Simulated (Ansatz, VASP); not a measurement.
ZnO: VASP beside Ansatz

File INCAR:

```
SYSTEM = ZnO
ALGO = Normal ; EDIFF = 1E-6
ENCUT = 520 ; GGA = PE
ISIF = 2 ; ISMEAR = -5
LASPH = .True. ; LCHARG = .False.
LREAL = .False. ; LWAVE = .False.
NBANDS = 26 ; NELM = 80
PREC = Accurate ; SIGMA = 0.1
```

File KPOINTS:

```
k-points
0
Gamma
  7 7 4
  0 0 0
```

Contents of POSCAR:

```
ZnO
1.0
    3.2493987200      0.0000000000      0.0000000000
   -1.6246993600      2.8140618400      0.0000000000
    0.0000000000      0.0000000000      5.2038000000
Zn O
2 2
Direct
    0.3333333300      0.6666666700      0.0000000000
    0.6666666700      0.3333333300      0.5000000000
    0.3333333300      0.6666666700      0.3830000000
    0.6666666700      0.3333333300      0.8830000000
```

Input for Ansatz:

```yaml
crystal:
  lattice:
    - [3.24939872, 0.0, 0.0]
    - [-1.62469936, 2.81406184, 0.0]
    - [0.0, 0.0, 5.2038]
  atoms:
    - { symbol: Zn, position: [0.33333333, 0.66666667, 0.0] }
    - { symbol: Zn, position: [0.66666667, 0.33333333, 0.5] }
    - { symbol: O, position: [0.33333333, 0.66666667, 0.383] }
    - { symbol: O, position: [0.66666667, 0.33333333, 0.883] }
hamiltonian:
  xc: pbe
  pseudopotentials: { kind: paw }
basis:
  ecutwfc: 420
kpoints:
  mp_grid: { grid: [7, 7, 4] }
scf:
  occupations: { method: tetrahedron }
  lower_state_search: "off"
  max_iter: 60
output:
  forces: true
  stress: true
```

Alike in both runs: task single point; functional PBE; k mesh 7 × 7 × 4; occupations tetrahedron; no spin polarisation.

|  | VASP | Ansatz |
| --- | --- | --- |
| version | VASP 6.6.1 | Ansatz 0.2.0 |
| potentials or method | VASP PAW PBE potentials, release 64 (Zn, O), cutoff 520 eV | PAW, plane waves, scalar-relativistic |
| valence electrons in the cell | 36 | 36 |

Ansatz gave:

* gap on the k mesh at the Fermi level (eV): 0.80
* pressure (GPa): 4.9
* traceless stress, the component that is largest in VASP (GPa): -0.08
* rms of the force components (eV/Å): 0.034

Which values does VASP return?

gap on the k mesh at the Fermi level (eV): 0.79; pressure (GPa): 6.0; traceless stress, the component that is largest in VASP (GPa): -0.13; rms of the force components (eV/Å): 0.036.

Atom by atom the forces differ by 0.002 eV/Å (rms over components). The functional is the same, so the differences come from potentials, cutoffs and numerics. Ansatz's warnings: band table not solved further, tetrahedron derivatives may miss energy slope.
